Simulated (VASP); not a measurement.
A run of VASP 6.6.1 is set up as follows.

File POSCAR:

```
HfO2
1.0
    3.4336249585      0.0000000000      0.0000000000
    0.0000000000      3.4336249585      0.0000000000
    0.0000000000      0.0000000000      5.3269279430
Hf O
2 4
Direct
    0.5000000000      0.5000000000      0.5000000000
    0.0000000000      0.0000000000      0.0000000000
    0.0000000000      0.5000000000      0.6981028425
    0.5000000000      0.0000000000      0.8018971575
    0.5000000000      0.0000000000      0.3018971575
    0.0000000000      0.5000000000      0.1981028425
```

File INCAR.step1:

```
SYSTEM = HfO2
ALGO = Normal ; EDIFF = 1E-4
ENCUT = 520 ; GGA = PE
ISMEAR = 0 ; LASPH = .True.
LCHARG = .False. ; LREAL = .False.
LWAVE = .True. ; NBANDS = 31
NELM = 60 ; PREC = Accurate
SIGMA = 0.01
```

The input INCAR.step2:

```
SYSTEM = HfO2
ALGO = Normal ; EDIFF = 1E-7
ENCUT = 520 ; ISIF = 2
ISMEAR = 0 ; ISTART = 1
LASPH = .True. ; LCHARG = .False.
LMIXTAU = .True. ; LREAL = .False.
LWAVE = .False. ; METAGGA = R2SCAN
NBANDS = 31 ; NELM = 60
PREC = Accurate ; SIGMA = 0.01
```

The input KPOINTS:

```
k-points
0
Gamma
  8 8 6
  0 0 0
```

Potentials or basis: VASP PAW PBE potentials, release 64 (Hf_pv, O).

Command:

```console
$ cat potpaw_PBE.64/Hf_pv/POTCAR potpaw_PBE.64/O/POTCAR > POTCAR
$ cp INCAR.step1 INCAR
$ mpirun -np 1 vasp_std > vasp.out
$ cp INCAR.step2 INCAR
$ mpirun -np 1 vasp_std > vasp.out
```

(1) Estimate the largest force.

(2) Predict the pressure.

(3) Predict the band gap on the k mesh.

## Answers

(1) 0.066 eV/Å.

(2) 14.2 GPa.

(3) 5.25 eV (least direct gap 5.32 eV).

Caveat: the cell differs from its parent crystal (epitaxial xy strain -4.0%); the stress differs along the axes, from -4 to 23 GPa; the PAW data sets were made with another functional, which shifts forces and pressure a little; spin-orbit coupling is left out, which moves the levels of the heavy elements.
